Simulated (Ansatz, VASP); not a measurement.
# One calculation of HfB5, two programs

```
Hf B
1.0
     4.33066    0.00000    0.00000
    -2.16533    3.75046    0.00000
     0.00000    0.00000    2.94236
Hf B
1 5
Direct
  0.00000 0.00000 0.00000
  0.33333 0.66667 0.00000
  0.66667 0.33333 0.00000
  0.50000 0.00000 0.50000
  0.50000 0.50000 0.50000
  0.00000 0.50000 0.50000
```

Change from the starting cell: species swapped into the HoNi5 type (P6/mmm, No. 191).

Alike in both runs: functional PBE; k mesh 12 × 12 × 12; occupations gaussian, width 0.1 eV; no spin polarisation.

Ansatz relaxed the structure, and its values are those at the end. VASP's run is a single point on that final structure, the one shown.

|  | VASP | Ansatz |
| --- | --- | --- |
| version | VASP 6.6.1 | Ansatz 0.2.0 |
| potentials or method | VASP PAW PBE potentials, release 64 (Hf_pv, B), cutoff 520 eV | scalar-relativistic, plane waves, PAW |
| valence electrons in the cell | 25 | 41 |

Ansatz gave:

```
gap on the k mesh at the Fermi level (eV) : none
pressure (GPa)                            : 0.0
```

Task: Estimate VASP's values.

Result: gap on the k mesh at the Fermi level (eV): none; pressure (GPa): -0.5.

A gap of «none» marks a metal or a gap that the smearing closes. VASP's potentials hold 25 valence electrons a cell and Ansatz's 41, so a difference there can come from the potentials and not from the codes.

Neither program's run includes spin-orbit coupling.
